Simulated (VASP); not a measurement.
# BAs (I-4m2) in VASP: a series of runs, part 2 of 2

VASP 6.6.1. The steps go on from the part before.

## 5. Single point, PBE

This run uses another cell than the first one, of 14.39 Å³/atom, 1.015 times its volume.

INCAR

```
SYSTEM = BAs
ALGO = Normal
EDIFF = 1E-6
ENCUT = 520
GGA = PE
ISIF = 2
ISMEAR = -5
LASPH = .TRUE.
LCHARG = .FALSE.
LREAL = .FALSE.
LWAVE = .FALSE.
NBANDS = 11
NELM = 60
PREC = Accurate
SIGMA = 0.05
```

KPOINTS

```
k-points
0
G
  10 10 10
  0 0 0
```

POSCAR

```
BAs
1.0
    0.0000000000      2.4885655517      2.4044111611
    2.4044111611      0.0000000000      2.4044111611
    2.4044111611      2.4885655517      0.0000000000
B As
1 1
Direct
    0.0000000000      0.0000000000      0.0000000000
    0.7500000000      0.7500000000      0.7500000000
```

Potentials or basis: VASP PAW PBE potentials, release 64 (B, As).

Launch:

```console
$ cat potpaw_PBE.64/B/POTCAR potpaw_PBE.64/As/POTCAR > POTCAR
$ mpirun -np 1 vasp_std > vasp.out
```

OUTCAR:

```text
SYSTEM = BAs
   EDIFF = 1E-6
   ENCUT = 520
   GGA = PE
   ISIF = 2
   ISMEAR = -5
   LASPH = .TRUE.
   LREAL = .FALSE.
   NELM = 60
   PREC = Accurate

 ion  position               nearest neighbor table
   1  0.000  0.000  0.000-   2 2.11   2 2.11   2 2.11   2 2.11
   2  0.750  0.750  0.750-   1 2.11   1 2.11   1 2.11   1 2.11

  LATTYP: Found a body centered tetragonal cell.
 ALAT       =     3.4003508735
 C/A-ratio  =     1.4637110370

  Lattice vectors:

 A1 = (   0.0000000000,  -2.4885655517,   2.4044111611)
 A2 = (   0.0000000000,  -2.4885655517,  -2.4044111611)
 A3 = (   2.4044111611,   2.4885655517,   0.0000000000)

Analysis of symmetry for initial positions (statically):
=====================================================================
 Subroutine PRICEL returns:
 Original cell was already a primitive cell.

 Routine SETGRP: Setting up the symmetry group for a
 body centered tetragonal supercell.

 Subroutine GETGRP returns: Found  8 space group operations
 (whereof  8 operations were pure point group operations)
 out of a pool of 16 trial point group operations.

The static configuration has the point symmetry D_2d.

Analysis of symmetry for dynamics (positions and initial velocities):
=====================================================================
 Subroutine PRICEL returns:
 Original cell was already a primitive cell.

 Routine SETGRP: Setting up the symmetry group for a
 body centered tetragonal supercell.

 Subroutine GETGRP returns: Found  8 space group operations
 (whereof  8 operations were pure point group operations)
 out of a pool of 16 trial point group operations.

The dynamic configuration has the point symmetry D_2d.

 Subroutine INISYM returns: Found  8 space group operations
 (whereof  8 operations are pure point group operations),
 and found     1 'primitive' translations

----------------------------------------------------------------------------------------

                                     Primitive cell

[... 121 lines left out ...]
   LEPSILON=     F    determine dielectric tensor
   LRPA    =     F    only Hartree local field effects (RPA)
 non-spin polarized calculation
 Fermi weights with tetrahedron method with Bloechl corrections
  energy-cutoff  :      520.00
  volume of cell :       28.77
 maximum number of plane-waves:       794
 NGX is ok and might be reduce to    28
   NGX = 13   NGY = 13   NGZ = 13

 number of electron       8.0000000 magnetization

 Free energy of the ion-electron system (eV)
  ---------------------------------------------------
  ext. energy  EPLUGINS =         0.00000000
  ---------------------------------------------------
  free energy    TOTEN  =       -11.38960873 eV

  energy without entropy =      -11.38960873  energy(sigma->0) =      -11.38960873

 E-fermi :   5.7275     XC(G=0): -10.3517

 val. band max:        5.6530584804   @ k =   0.0000   0.0000   0.0000
 cond. band min:       6.6324341678   @ k =   0.4000   0.4000   0.0000
 fundamental gap:      0.9793756874
 Fermi energy:         5.7274713586

 k-point     1 :       0.0000    0.0000    0.0000
  band No.  band energies     occupation
      1      -9.3754      2.00000
      2       5.3179      2.00000
      3       5.6531      2.00000
      4       5.6531      2.00000
      5       8.6856      0.00000
      6       8.6856      0.00000
      7       8.9041      0.00000
      8       9.5332      0.00000
      9      14.8739      0.00000
     10      17.7749      0.00000
     11      18.7336      0.00000
[... 309 lines left out ...]
 k-point    24 :       0.4000    0.3000    0.0000
  band No.  band energies     occupation
      1      -6.8283      2.00000
      2      -0.6961      2.00000
      3       1.7399      2.00000
      4       2.1632      2.00000
      5       7.1284      0.00000
      6       8.8253      0.00000
      7      13.7238      0.00000
      8      14.5228      0.00000
      9      17.1925      0.00000
     10      20.5831      0.00000
     11      21.1238      0.00000

 [... further k-points ...]

------------------------ aborting loop because EDIFF is reached ----------------------------------------

  FORCE on cell =-STRESS in cart. coord.  units (eV):
  Direction    XX          YY          ZZ          XY          YZ          ZX
  --------------------------------------------------------------------------------------
  -------------------------------------------------------------------------------------
  Total       -0.2369247     -1.5082621     -0.2369247     -0.0000000     -0.0000000      0.0000000
  in kB      -13.1924154    -83.9828947    -13.1924154     -0.0000000     -0.0000000      0.0000000
  external PRESSURE =     -36.7892418 kB  Pullay stress =       0.0000000 kB

 VOLUME and BASIS-vectors are now :
 -----------------------------------------------------------------------------
  energy-cutoff  :      520.00
  volume of cell :       28.77
      direct lattice vectors                 reciprocal lattice vectors
     0.000000000  2.488565552  2.404411161    -0.207951123  0.200918959  0.207951123
     2.404411161  0.000000000  2.404411161     0.207951123 -0.200918959  0.207951123
     2.404411161  2.488565552  0.000000000     0.207951123  0.200918959 -0.207951123

 POSITION                                       TOTAL-FORCE (eV/Angst)
 -----------------------------------------------------------------------------------
      0.00000      0.00000      0.00000        -0.000000     -0.000000     -0.000000
      3.60662      3.73285      3.60662         0.000000      0.000000      0.000000
 -----------------------------------------------------------------------------------
    total drift:                                0.000000      0.000000      0.000000

  FREE ENERGIE OF THE ION-ELECTRON SYSTEM (eV)
  ---------------------------------------------------
  free  energy   TOTEN  =       -11.3896087289 eV

  energy  without entropy=      -11.3896087289  energy(sigma->0) =      -11.38960873
```

OSZICAR:

```text
N       E                     dE             d eps       ncg     rms          rms(c)
DAV:   1     0.115938083875E+02    0.11594E+02   -0.36265E+03  2244   0.632E+02
DAV:   2    -0.112517094777E+02   -0.22846E+02   -0.22173E+02  3013   0.103E+02
DAV:   3    -0.119254413722E+02   -0.67373E+00   -0.67205E+00  2809   0.162E+01
DAV:   4    -0.119273598294E+02   -0.19185E-02   -0.19184E-02  2471   0.960E-01
DAV:   5    -0.119273631029E+02   -0.32735E-05   -0.32734E-05  2691   0.429E-02    0.456E+00
DAV:   6    -0.114422247276E+02    0.48514E+00   -0.14240E+00  2385   0.469E+00    0.222E+00
DAV:   7    -0.113951634052E+02    0.47061E-01   -0.15341E-01  2630   0.194E+00    0.941E-01
DAV:   8    -0.113891444306E+02    0.60190E-02   -0.18876E-02  2520   0.771E-01    0.929E-02
DAV:   9    -0.113894441103E+02   -0.29968E-03   -0.79318E-04  2574   0.157E-01    0.529E-02
DAV:  10    -0.113896021656E+02   -0.15806E-03   -0.19454E-04  2377   0.845E-02    0.116E-02
DAV:  11    -0.113896083401E+02   -0.61745E-05   -0.57475E-06  2785   0.159E-02    0.931E-03
DAV:  12    -0.113896087289E+02   -0.38887E-06   -0.28625E-06  2352   0.925E-03
   1 F= -.11389609E+02 E0= -.11389609E+02  d E =0.000000E+00
```

stdout:

```text
POSCAR found type information on POSCAR B As
 POSCAR found :  2 types and       2 ions
 scaLAPACK will be used
 LDA part: xc-table for (Slater+PW92), standard interpolation
 POSCAR, INCAR and KPOINTS ok, starting setup
 FFT: planning ... GRIDC
 FFT: planning ... GRID_SOFT
 FFT: planning ... GRID
 WAVECAR not read
 entering main loop
```

Wall time 15 s (1 thread of Intel Xeon Platinum 8559C (Emerald Rapids), shared host); peak memory 0.18 GiB.

What came out:

| Item | Value |
| --- | --- |
| Free energy | -11.3896 eV |
| Pressure | -3.7 GPa |
| Band gap on the k mesh | 0.98 eV, indirect (least direct gap 3.03 eV) |

A k mesh can miss the band edges. A hybrid or GW would open this gap; PBE tends to underestimate it.

## 6. Overview

| cell | smearing | gap on the mesh (eV) | pressure (GPa) |
| --- | --- | --- | --- |
| a = 3.435, b = 3.400 Å, angles 60.3, 59.3, 60.3°, 2 atoms | gaussian 0.05 eV | 1.07 | -1.9 |
| a = 3.469, b = 3.400 Å, angles 60.7, 58.7, 60.7°, 2 atoms | gaussian 0.05 eV | 0.95 | -4.2 |
| a = 3.460, b = 3.400 Å, angles 60.6, 58.9, 60.6°, 2 atoms | gaussian 0.05 eV | 0.98 | -3.7 |
| a = 3.460, b = 3.400 Å, angles 60.6, 58.9, 60.6°, 2 atoms | tetrahedron | 0.98 | -3.7 |

Alike in all rows: task single point; level PBE; potentials or basis VASP PAW PBE potentials, release 64 (B, As); no spin polarisation; k mesh 10 × 10 × 10; cutoff (eV) 520.

Total energies depend on the potentials used, so only differences within one code and one set of settings carry meaning.
